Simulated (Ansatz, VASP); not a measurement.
One calculation of Ti, two programs

```xyz
2
Lattice="2.9500 0.0000 0.0000 -1.4750 2.5548 0.0000 0.0000 0.0000 4.6800" Properties=species:S:1:pos:R:3 pbc="T T T"
Ti    0.0000    1.7032    1.1700
Ti    1.4750    0.8516    3.5100
```

Alike in both runs: task relaxation of cell and atoms; functional PBEsol; k mesh 18 × 18 × 10; occupations gaussian, width 0.1 eV; no spin polarisation.

|  | VASP | Ansatz |
| --- | --- | --- |
| version | VASP 6.6.1 | Ansatz 0.2.0 |
| potentials or method | VASP PAW PBE potentials, release 64 (Ti_sv), cutoff 600 eV | scalar-relativistic, plane waves, PAW |
| valence electrons in the cell | 24 | 24 |

Ansatz gave:

```
gap on the k mesh at the Fermi level, each at its own relaxed structure (eV) : none
relaxed volume (Å³/atom)                                                     : 16.72
relaxed cell length with the largest relative difference (Å)                 : 2.900
```

Task: Which values does VASP return?

Result: gap on the k mesh at the Fermi level, each at its own relaxed structure (eV): none; relaxed volume (Å³/atom): 16.68; relaxed cell length with the largest relative difference (Å): 2.898.

VASP's potentials were made for PBE, not for PBEsol. A gap of «none» marks a metal or a gap that the smearing closes.
